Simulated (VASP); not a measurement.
# Se (P6/mmm) in VASP: further runs, part 2 of 2

VASP 6.6.1. Earlier steps stand in the parts before.

## Step 3: Single point, PBEsol

This run uses another cell than the first one, of 19.78 Å³/atom, 0.893 times its volume.

INCAR reads:

```
SYSTEM = Se
ALGO = Normal
EDIFF = 1E-7
ENCUT = 520
GGA = PS
ISIF = 2
ISMEAR = -1
LASPH = .True.
LCHARG = .False.
LREAL = .False.
LWAVE = .False.
NBANDS = 16
NELM = 80
PREC = Accurate
SIGMA = 0.1
```

KPOINTS reads:

```
k-points
0
Gamma
  10 10 13
  0 0 0
```

POSCAR reads:

```
Se
1.0
    4.6762434856      0.0000000000      0.0000000000
   -2.3381217428      4.0497456528      0.0000000000
    0.0000000000      0.0000000000      3.1332503383
Se
3
Direct
    0.0000000000      0.0000000000      0.0000000000
    0.3333333333      0.6666666667      0.5000000000
    0.6666666667      0.3333333333      0.5000000000
```

Potentials or basis: VASP PAW PBE potentials, release 64 (Se).

Launch:

```console
$ cat potpaw_PBE.64/Se/POTCAR > POTCAR
$ mpirun -np 1 vasp_std > vasp.out
```

OUTCAR:

```text
SYSTEM = Se
   EDIFF = 1E-7
   ENCUT = 520
   GGA = PS
   ISIF = 2
   ISMEAR = -1
   LASPH = .True.
   LREAL = .False.
   NELM = 80
   PREC = Accurate

 ion  position               nearest neighbor table
   1  0.000  0.000  0.000-
   2  0.333  0.667  0.500-   3 2.70   3 2.70   3 2.70
   3  0.667  0.333  0.500-   2 2.70   2 2.70   2 2.70

  LATTYP: Found a hexagonal cell.
 ALAT       =     4.6762434856
 C/A-ratio  =     0.6700357558

  Lattice vectors:

 A1 = (   4.6762434856,   0.0000000000,   0.0000000000)
 A2 = (  -2.3381217428,   4.0497456528,   0.0000000000)
 A3 = (   0.0000000000,   0.0000000000,   3.1332503383)

Analysis of symmetry for initial positions (statically):
=====================================================================
 Subroutine PRICEL returns:
 Original cell was already a primitive cell.

 Routine SETGRP: Setting up the symmetry group for a
 hexagonal supercell.

 Subroutine GETGRP returns: Found 24 space group operations
 (whereof 24 operations were pure point group operations)
 out of a pool of 24 trial point group operations.

The static configuration has the point symmetry D_6h.
[... 164 lines left out ...]

 val. band max:        5.7800458985   @ k =   0.4000   0.1000   0.3077
 cond. band min:       5.7891150266   @ k =   0.3000  -0.0000   0.3077
 fundamental gap:      0.0090691281
 Fermi energy:         5.7851025303

 k-point     1 :       0.0000    0.0000    0.0000
  band No.  band energies     occupation
      1     -10.8132      2.00000
      2      -6.0888      2.00000
      3      -5.7613      2.00000
      4       0.3844      2.00000
      5       0.3844      2.00000
      6       1.2413      2.00000
[... 433 lines left out ...]
      3      -6.8420      2.00000
      4      -0.8977      2.00000
      5       2.3092      2.00000
      6       3.7258      2.00000
[... 8 lines left out ...]
     15      14.4316      0.00000
     16      15.1613      0.00000

 [... further k-points ...]

------------------------ aborting loop because EDIFF is reached ----------------------------------------

  FORCE on cell =-STRESS in cart. coord.  units (eV):
  Direction    XX          YY          ZZ          XY          YZ          ZX
  --------------------------------------------------------------------------------------
  -------------------------------------------------------------------------------------
  Total       -0.0378372     -0.0378372      0.2334522      0.0000000     -0.0000000      0.0000000
  in kB       -1.0216674     -1.0216674      6.3035993      0.0000000     -0.0000000      0.0000000
  external PRESSURE =       1.4200881 kB  Pullay stress =       0.0000000 kB

 VOLUME and BASIS-vectors are now :
 -----------------------------------------------------------------------------
  energy-cutoff  :      520.00
  volume of cell :       59.34
      direct lattice vectors                 reciprocal lattice vectors
     4.676243486  0.000000000  0.000000000     0.213846863  0.123464544  0.000000000
    -2.338121743  4.049745653  0.000000000     0.000000000  0.246929088  0.000000000
     0.000000000  0.000000000  3.133250338     0.000000000  0.000000000  0.319157390

 POSITION                                       TOTAL-FORCE (eV/Angst)
 -----------------------------------------------------------------------------------
      0.00000      0.00000      0.00000         0.000000      0.000000      0.000000
     -0.00000      2.69983      1.56663        -0.000000     -0.000000     -0.000000
      2.33812      1.34992      1.56663        -0.000000      0.000000      0.000000
 -----------------------------------------------------------------------------------
    total drift:                                0.000000      0.000000     -0.000000

  FREE ENERGIE OF THE ION-ELECTRON SYSTEM (eV)
  ---------------------------------------------------
  free  energy   TOTEN  =       -10.1009818885 eV

  energy  without entropy=      -10.0312089686  energy(sigma->0) =      -10.06609543
```

It took 53 s on 1 thread of Intel Xeon 6975P-C, shared host; peak memory 0.22 GiB.

Results:

| Quantity | Value |
| --- | --- |
| Free energy | -10.1010 eV |
| Pressure | 0.1 GPa |
| Band gap on the k mesh | zero (band 9 reaches 8.07 eV, above the bottom of band 10 at 3.76 eV) |

Stress tensor (GPa, compression positive):
```
-0.10  0.00  0.00
 0.00 -0.10  0.00
 0.00  0.00  0.63
```

Caveat: the PAW data sets were made with another functional, which shifts forces and pressure a little.

## Step 4: Relaxation of cell and atoms, PBEsol

This run uses another cell than the first one, of 21.81 Å³/atom, 0.984 times its volume.

INCAR reads:

```
ALGO = Normal
EDIFF = 1E-6
EDIFFG = -0.01
ENCUT = 600
GGA = PS
IBRION = 2
ISIF = 3
ISMEAR = -1
LASPH = True
LCHARG = False
LREAL = False
LWAVE = False
NELM = 80
NSW = 80
PREC = Accurate
SIGMA = 0.1
```

KPOINTS reads:

```
k-points
0
Gamma
  7 7 10
```

POSCAR reads:

```
Se
1.0
    4.9764452362      0.0000000000      0.0000000000
   -2.4882226181      4.3097279951      0.0000000000
    0.0000000000      0.0000000000      3.0505609298
Se
3
Direct
    0.0000000000      0.0000000000      0.0000000000
    0.3333333333      0.6666666667      0.5000000000
    0.6666666667      0.3333333333      0.5000000000
```

Launch:

```console
$ cat potpaw_PBE.64/Se/POTCAR > POTCAR
$ mpirun -np 1 vasp_std > vasp.out
```

It took 5.7 min on 1 thread of Intel Xeon 6975P-C, shared host; peak memory 0.22 GiB.

The run converged. Its results:

```yaml
Free_energy: -10.1203 eV
Relaxed_volume: 19.81 Å³/atom
Relaxed_cell: a = 4.678 Å, b = 4.678 Å, c = 3.136 Å, α = 90.00°, β = 90.00°, γ = 120.00°
Space_group_after_relaxing_to_0.05_Å: P6/mmm (No. 191)
Energy_gained_by_relaxing: 61.0 meV/atom
Ionic_steps: 21
Pressure_after_relaxing: 0.0 GPa
Band_gap_on_the_k_mesh: zero (band 9 reaches 8.04 eV, above the bottom of band 10 at 3.69 eV)
```

The path:
| step | energy change (eV) | largest force (eV/Å) | pressure (GPa) | volume (Å³) |
| --- | --- | --- | --- | --- |
| 1 | 0.0000 | 0.0000 | -6.98 | 65.43 |
| 2 | -0.1421 | 0.0000 | 3.06 | 56.84 |
| 3 | -0.1601 | 0.0000 | 0.02 | 58.78 |
| 4 | -0.1600 | 0.0000 | -0.16 | 58.91 |
| 5 | -0.1605 | 0.0000 | -0.15 | 58.90 |
| 6 | -0.1627 | 0.0000 | -0.10 | 58.89 |
| 7 | -0.1689 | 0.0000 | 0.06 | 58.84 |
| 8 | -0.1800 | 0.0000 | 0.66 | 58.72 |
| 9 | -0.1563 | 0.0000 | 2.92 | 58.30 |
| 10 | -0.1807 | 0.0000 | 1.01 | 58.65 |
| 11 | -0.1809 | 0.0000 | 0.93 | 58.67 |
| 12 | -0.1811 | 0.0000 | 0.90 | 58.71 |
| 13 | -0.1816 | 0.0000 | 0.81 | 58.84 |
| 14 | -0.1818 | 0.0000 | 0.64 | 59.09 |
| 15 | -0.1821 | 0.0000 | 0.51 | 59.16 |
| 16 | -0.1828 | 0.0000 | 0.15 | 59.37 |
| 17 | -0.1823 | 0.0000 | -0.55 | 59.79 |
| 18 | -0.1829 | 0.0000 | -0.05 | 59.49 |
| 19 | -0.1829 | 0.0000 | -0.06 | 59.48 |
| 20 | -0.1830 | 0.0000 | -0.04 | 59.46 |
| 21 | -0.1830 | 0.0000 | -0.03 | 59.43 |

Final structure:
```cif
data_structure
_symmetry_space_group_name_H-M 'P 1'
_symmetry_Int_Tables_number 1
_cell_length_a 4.6781
_cell_length_b 4.6781
_cell_length_c 3.1358
_cell_angle_alpha 90.000
_cell_angle_beta 90.000
_cell_angle_gamma 120.000
_cell_volume 59.43
loop_
_atom_site_label
_atom_site_type_symbol
_atom_site_fract_x
_atom_site_fract_y
_atom_site_fract_z
_atom_site_occupancy
Se1 Se 0.00000 0.00000 0.00000 1
Se2 Se 0.33333 0.66667 0.50000 1
Se3 Se 0.66667 0.33333 0.50000 1
```

Levels at points of the mesh, in eV from the Fermi level:
```csv
k point,band 6,band 7,band 8,band 9,band 10,band 11,band 12,band 13
"(0.00, 0.00, 0.00)",-4.51,-4.51,-1.59,2.30,2.44,3.49,3.49,4.80
"(0.00, 0.00, 0.50)",-4.23,-3.59,-2.42,-1.77,-1.77,-0.70,-0.70,4.32
```

Caveat: the PAW data sets were made with another functional, which shifts forces and pressure a little.

## Step 5: Summary

| task | cell | k mesh | cutoff (eV) | gap on the mesh (eV) | pressure (GPa) |
| --- | --- | --- | --- | --- | --- |
| single point | a = 4.856, b = 4.856, c = 3.254 Å, angles 90.0, 90.0, 120.0°, 3 atoms | 9 × 9 × 11 | 520 | none | -7.1 |
| single point | a = 4.676, b = 4.676, c = 3.133 Å, angles 90.0, 90.0, 120.0°, 3 atoms | 10 × 10 × 13 | 520 | none | 0.1 |
| relaxation of cell and atoms | relaxed from a = 4.976, b = 4.976, c = 3.051 Å, angles 90.0, 90.0, 120.0°, 3 atoms | 7 × 7 × 10 | 600 | none | 0.0 |

Alike in all rows: level PBEsol; potentials or basis VASP PAW PBE potentials, release 64 (Se); no spin polarisation; smearing fermi-dirac 0.1 eV.

Caveats: the PAW data sets were made with another functional, which shifts forces and pressure a little.

Total energies depend on the potentials used, so only differences within one code and one set of settings carry meaning.
